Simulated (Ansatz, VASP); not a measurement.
# One calculation of B, two programs

```
B
1.0
     1.70786    0.00000    0.00000
    -0.85393    1.47905    0.00000
     0.00000    0.00000    7.04826
B
2
Direct
  0.33333 0.66667 0.25000
  0.66667 0.33333 0.75000
```

Alike in both runs: functional PBEsol; k mesh 36 × 36 × 8; occupations gaussian, width 0.1 eV; no spin polarisation.

Ansatz relaxed the structure, and its values are those at the end. VASP's run is a single point on that final structure, the one shown.

|  | VASP | Ansatz |
| --- | --- | --- |
| version | VASP 6.6.1 | Ansatz 0.2.0 |
| potentials or method | VASP PAW PBE potentials, release 64 (B), cutoff 520 eV | scalar-relativistic, plane waves, PAW |
| valence electrons in the cell | 6 | 6 |

|  | VASP | Ansatz | Ansatz less VASP |
| --- | --- | --- | --- |
| gap on the k mesh at the Fermi level (eV) | none | none | - |
| pressure (GPa) | 0.2 | 0.0 | -0.19 |

VASP's potentials were made for PBE, not for PBEsol. A gap of «none» marks a metal or a gap that the smearing closes.
